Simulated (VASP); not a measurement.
# GdB (Fm-3m) in VASP: a series of runs, part 2 of 2

VASP 6.6.1. The steps go on from the part before.

### Step 3. Single point, PBE+U, collinear spin, ferromagnetic start (21.30 Å³/atom)

This run uses another cell than the first one, of 21.30 Å³/atom.

Input file INCAR:

```
SYSTEM = GdB
PREC = Accurate ; ENCUT = 520
EDIFF = 1E-6 ; ISMEAR = 0
SIGMA = 0.05 ; LREAL = .FALSE.
LASPH = .TRUE. ; NELM = 150
ALGO = Normal ; ISIF = 2
LWAVE = .FALSE. ; LCHARG = .FALSE.
ISPIN = 2 ; MAGMOM = 7.88 0.43
LORBIT = 11 ; LMAXMIX = 6
LDAU = .TRUE. ; LDAUTYPE = 2
LDAUL = 3 -1 ; LDAUU = 6 0
LDAUJ = 0 0 ; LDAUPRINT = 1
GGA = PE ; NBANDS = 22
```

Input file KPOINTS:

```
regular mesh
0
G
  10 10 10
  0 0 0
```

Input file POSCAR:

```
GdB
1.0
    0.0000000000      2.7718531577      2.7718531577
    2.7718531577      0.0000000000      2.7718531577
    2.7718531577      2.7718531577      0.0000000000
Gd B
1 1
Direct
    0.5000000000      0.5000000000      0.5000000000
    0.0000000000      0.0000000000      0.0000000000
```

Potentials or basis: VASP PAW PBE potentials, release 64 (Gd, B).

Launch:

```sh
$ cat potpaw_PBE.64/Gd/POTCAR potpaw_PBE.64/B/POTCAR > POTCAR
$ mpirun -np 1 vasp_std > vasp.out
```

OUTCAR:

```text
SYSTEM = GdB
   PREC = Accurate
   ENCUT = 520
   EDIFF = 1E-6
   ISMEAR = 0
   LREAL = .FALSE.
   LASPH = .TRUE.
   NELM = 150
   ISIF = 2
   ISPIN = 2
   LORBIT = 11
   GGA = PE

 ion  position               nearest neighbor table
   1  0.500  0.500  0.500-   2 2.77   2 2.77   2 2.77   2 2.77   2 2.77   2 2.77
   2  0.000  0.000  0.000-   1 2.77   1 2.77   1 2.77   1 2.77   1 2.77   1 2.77

  LATTYP: Found a face centered cubic cell.
 ALAT       =     5.5437063154
[... 1464 lines left out ...]
  external PRESSURE =     -43.6214864 kB  Pullay stress =       0.0000000 kB

 VOLUME and BASIS-vectors are now :
 -----------------------------------------------------------------------------
  energy-cutoff  :      520.00
  volume of cell :       42.59
      direct lattice vectors                 reciprocal lattice vectors
     0.000000000  2.771853158  2.771853158    -0.180384736  0.180384736  0.180384736
     2.771853158  0.000000000  2.771853158     0.180384736 -0.180384736  0.180384736
     2.771853158  2.771853158  0.000000000     0.180384736  0.180384736 -0.180384736

 POSITION                                       TOTAL-FORCE (eV/Angst)
 -----------------------------------------------------------------------------------
      2.77185      2.77185      2.77185         0.000000      0.000000      0.000000
      0.00000      0.00000      0.00000        -0.000000     -0.000000     -0.000000
 -----------------------------------------------------------------------------------
    total drift:                                0.000000     -0.000000      0.000000

  FREE ENERGIE OF THE ION-ELECTRON SYSTEM (eV)
  ---------------------------------------------------
  free  energy   TOTEN  =       -17.3057997194 eV

  energy  without entropy=      -17.3031174615  energy(sigma->0) =      -17.30445859

 total charge

# of ion       s       p       d       f       tot
--------------------------------------------------
    1        2.040   5.623   0.537   6.936  15.136
    2        0.770   0.826   0.000   0.000   1.596
--------------------------------------------------
tot          2.810   6.448   0.537   6.936  16.731

 magnetization (x)

# of ion       s       p       d       f       tot
--------------------------------------------------
    1       -0.005  -0.070   0.199   6.916   7.040
    2       -0.002   0.221   0.000   0.000   0.220
--------------------------------------------------
tot         -0.007   0.151   0.199   6.916   7.260
```

OSZICAR:

```text
N       E                     dE             d eps       ncg     rms          rms(c)
DAV:   1     0.125964883743E+03    0.12596E+03   -0.75414E+03  5776   0.472E+03
DAV:   2     0.650234417001E+01   -0.11946E+03   -0.10495E+03  5842   0.430E+02
DAV:   3    -0.102934722780E+02   -0.16796E+02   -0.16430E+02  6294   0.991E+01
DAV:   4    -0.127198213641E+02   -0.24263E+01   -0.24113E+01  7872   0.264E+01
DAV:   5    -0.128087186446E+02   -0.88897E-01   -0.88846E-01  6234   0.666E+00    0.390E+01
DAV:   6    -0.171093531114E+02   -0.43006E+01   -0.14936E+01  5084   0.222E+02    0.716E+01
DAV:   7    -0.171322442570E+02   -0.22891E-01   -0.13377E+00  6658   0.109E+01    0.627E+01
DAV:   8    -0.171172285009E+02    0.15016E-01   -0.45605E-02  7206   0.330E+00    0.509E+01
DAV:   9    -0.172429957329E+02   -0.12577E+00   -0.69275E-01  5564   0.183E+01    0.102E+01
DAV:  10    -0.172941272785E+02   -0.51132E-01   -0.10237E-01  7156   0.312E+00    0.136E+01
DAV:  11    -0.172947984820E+02   -0.67120E-03   -0.32513E-03  7128   0.384E-01    0.126E+01
DAV:  12    -0.173044511081E+02   -0.96526E-02   -0.37089E-03  6438   0.105E+00    0.691E+00
DAV:  13    -0.173060147805E+02   -0.15637E-02   -0.30594E-03  7364   0.924E-01    0.118E+00
DAV:  14    -0.173058226139E+02    0.19217E-03   -0.99401E-04  6962   0.717E-01    0.463E-01
DAV:  15    -0.173057866946E+02    0.35919E-04   -0.24835E-04  7556   0.299E-01    0.156E-01
DAV:  16    -0.173058001381E+02   -0.13444E-04   -0.28360E-05  6350   0.350E-02    0.136E-01
DAV:  17    -0.173057997194E+02    0.41867E-06   -0.37749E-06  6280   0.320E-02
   1 F= -.17305800E+02 E0= -.17304459E+02  d E =-.268226E-02  mag=     8.0371
```

stdout:

```text
POSCAR found type information on POSCAR GdB
 POSCAR found :  2 types and       2 ions
 scaLAPACK will be used
 LDA part: xc-table for (Slater+PW92), standard interpolation
 POSCAR, INCAR and KPOINTS ok, starting setup
 FFT: planning ... GRIDC
 FFT: planning ... GRID_SOFT
 FFT: planning ... GRID
 WAVECAR not read
 entering main loop
```

It took 80 s on 1 thread of AMD EPYC 9R45 (Zen 5), shared host; peak memory 0.22 GiB.

What came out:

```
Free energy                                           : -17.3058 eV
Pressure                                              : -4.4 GPa
Net moment                                            : 8.03 μB per cell
Site moments                                          : Gd +7.04; B +0.22 μB
Valence electrons inside the program's atomic spheres : Gd 15.14; B 1.60
```

Levels at points of the mesh, in eV from the Fermi level:
Spin up:
```csv
k point,band 11,band 12,band 13,band 14,band 15,band 16,band 17,band 18,band 19,band 20
"(0.00, 0.00, 0.00)",-7.06,-7.06,1.95,1.95,1.95,2.10,2.10,2.10,3.18,3.18
"(0.50, 0.00, 0.00)",-7.06,-4.77,-3.29,-0.97,-0.97,4.63,4.63,5.09,5.68,9.15
"(0.50, 0.50, 0.00)",-7.08,-6.04,-0.94,-0.20,1.12,1.12,4.46,5.55,5.55,6.51
```
Spin down:
```
           k point  band 2  band 3  band 4  band 5  band 6  band 7  band 8  band 9  band 10  band 11
(0.00, 0.00, 0.00)  -19.33  -19.33  -19.33   -6.82    2.15    2.15    2.15    2.90     2.90     2.90
(0.50, 0.00, 0.00)  -19.78  -19.37  -19.37   -4.10   -2.56   -0.17   -0.17    3.76     4.06     4.06
(0.50, 0.50, 0.00)  -19.73  -19.48  -19.48   -5.35   -0.11    0.58    1.58    1.58     4.13     4.16
```

Eigenvalues of the final occupation matrices:
| site | spin | trace | eigenvalues |
| --- | --- | --- | --- |
| site 1 f | 1 | 6.93 | 0.99 0.99 0.99 0.99 0.99 0.99 0.99 |
| site 1 f | 2 | 0.01 | 0.00 0.00 0.00 0.00 0.00 0.00 0.00 |

Caveat: the cell stands under tension; spin-orbit coupling is left out, which moves the levels of the heavy elements; a cell with one magnetic atom can't hold antiferromagnetic order, which such compounds often take. The state reached can hang on the start; a lower one may exist.

### Step 4. Single point, PBE+U, collinear spin, ferromagnetic start (21.89 Å³/atom)

This run uses another cell than the first one, of 21.89 Å³/atom.

Input file INCAR:

```
ALGO = Normal
EDIFF = 1E-7
ENCUT = 520
GGA = PE
ISIF = 2
ISMEAR = 0
ISPIN = 2
LASPH = True
LCHARG = False
LDAU = True
LDAUJ = 0 0
LDAUL = 3 -1
LDAUPRINT = 1
LDAUTYPE = 2
LDAUU = 6 0
LMAXMIX = 6
LORBIT = 11
LREAL = False
LWAVE = False
MAGMOM = 7.88 0.44
NBANDS = 22
NELM = 150
PREC = Accurate
SIGMA = 0.05
```

Input file KPOINTS:

```
k-points
0
Gamma
  10 10 10
```

Input file POSCAR:

```
GdB
1.0
    0.0000000000      2.7975199250      2.7975199250
    2.7975199250      0.0000000000      2.7975199250
    2.7975199250      2.7975199250      0.0000000000
Gd B
1 1
Direct
    0.5000000000      0.5000000000      0.5000000000
    0.0000000000      0.0000000000      0.0000000000
```

Launch:

```sh
$ cat potpaw_PBE.64/Gd/POTCAR potpaw_PBE.64/B/POTCAR > POTCAR
$ mpirun -np 1 vasp_std > vasp.out
```

Run time: 99 s. Hardware: 1 thread of AMD EPYC 9R45 (Zen 5), shared host; peak memory 0.22 GiB.

The run converged. Its results:

* Free energy: -17.2675 eV
* Pressure: -6.0 GPa
* Net moment: 8.04 μB per cell
* Site moments: Gd +7.04; B +0.22 μB
* Valence electrons inside the program's atomic spheres: Gd 15.12; B 1.58

Levels at points of the mesh, in eV from the Fermi level:
Spin up:
| k point | band 11 | band 12 | band 13 | band 14 | band 15 | band 16 | band 17 | band 18 | band 19 | band 20 |
| --- | --- | --- | --- | --- | --- | --- | --- | --- | --- | --- |
| (0.00, 0.00, 0.00) | -7.18 | -7.18 | 1.91 | 1.91 | 1.91 | 2.03 | 2.03 | 2.03 | 3.09 | 3.09 |
| (0.50, 0.00, 0.00) | -7.18 | -4.83 | -3.23 | -0.95 | -0.95 | 4.49 | 4.49 | 4.93 | 5.56 | 8.86 |
| (0.50, 0.50, 0.00) | -7.20 | -6.00 | -0.99 | -0.16 | 1.06 | 1.06 | 4.31 | 5.37 | 5.37 | 6.25 |
Spin down:
```tsv
k point	band 2	band 3	band 4	band 5	band 6	band 7	band 8	band 9	band 10	band 11
(0.00, 0.00, 0.00)	-19.45	-19.45	-19.45	-6.77	2.11	2.11	2.11	2.86	2.86	2.86
(0.50, 0.00, 0.00)	-19.85	-19.49	-19.49	-4.15	-2.52	-0.15	-0.15	3.67	3.95	3.95
(0.50, 0.50, 0.00)	-19.80	-19.59	-19.59	-5.30	-0.17	0.60	1.53	1.53	4.02	4.05
```

Eigenvalues of the final occupation matrices:
| site | spin | trace | eigenvalues |
| --- | --- | --- | --- |
| site 1 f | 1 | 6.93 | 0.99 0.99 0.99 0.99 0.99 0.99 0.99 |
| site 1 f | 2 | 0.01 | 0.00 0.00 0.00 0.00 0.00 0.00 0.00 |

Caveat: the cell stands under tension; spin-orbit coupling is left out, which moves the levels of the heavy elements; a cell with one magnetic atom can't hold antiferromagnetic order, which such compounds often take. The state reached can hang on the start; a lower one may exist.

### Step 5. Summary

```csv
cell,gap on the mesh (eV),pressure (GPa),moment (μB)
"a = 3.883 Å, angles 60.0°, 2 atoms",none,-2.5,8.04
"a = 3.920 Å, angles 60.0°, 2 atoms",none,-4.4,8.03
"a = 3.956 Å, angles 60.0°, 2 atoms",none,-6.0,8.04
```

Alike in all rows: task single point; level PBE+U; potentials or basis VASP PAW PBE potentials, release 64 (Gd, B); spin collinear, ferromagnetic start; Gd f U = 6.0 eV; k mesh 10 × 10 × 10; cutoff (eV) 520; smearing gaussian 0.05 eV.

Caveats: spin-orbit coupling is left out, which moves the levels of the heavy elements; a cell with one magnetic atom can't hold antiferromagnetic order, which such compounds often take; the cell stands under tension (at least some runs).

Total energies depend on the potentials used, so only differences within one code and one set of settings carry meaning.
